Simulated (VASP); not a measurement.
Runs of VASP 6.6.1 on BaS. The structure is that of space group P-6m2 (No. 187), or close to it. The cells are those of the table. 

| cell | gap on the mesh (eV) | pressure (GPa) | relaxed volume (Å³/atom) |
| --- | --- | --- | --- |
| relaxed from a = 4.366, b = 4.366, c = 3.980 Å, angles 90.0, 90.0, 120.0°, 2 atoms | 2.34 | 0.5 | 32.85 |
| relaxed from a = 4.295, b = 4.295, c = 3.932 Å, angles 90.0, 90.0, 120.0°, 2 atoms | (b) | 2.6 | - |
| relaxed from a = 4.389, b = 4.389, c = 4.001 Å, angles 90.0, 90.0, 120.0°, 2 atoms | 2.36 | -0.2 | (a) |
| relaxed from a = 4.360, b = 4.360, c = 3.975 Å, angles 90.0, 90.0, 120.0°, 2 atoms | 2.34 | 0.6 | - |
| relaxed from a = 4.331, b = 4.331, c = 3.948 Å, angles 90.0, 90.0, 120.0°, 2 atoms | 2.31 | 1.5 | - |

Alike in all rows: task relaxation of shape and atoms at fixed volume; level r2SCAN; potentials or basis VASP PAW PBE potentials, release 64 (Ba_sv, S); no spin polarisation; k mesh 6 × 6 × 6; cutoff (eV) 600; smearing gaussian 0.05 eV.

Q: Estimate the missing entries.

A: (a) 33.37; (b) 2.28.

Caveats: the PAW data sets were made with another functional, which shifts forces and pressure a little; spin-orbit coupling is left out, which moves the levels of the heavy elements.

A k mesh can miss the band edges, and the runs leave out spin-orbit coupling on Ba.
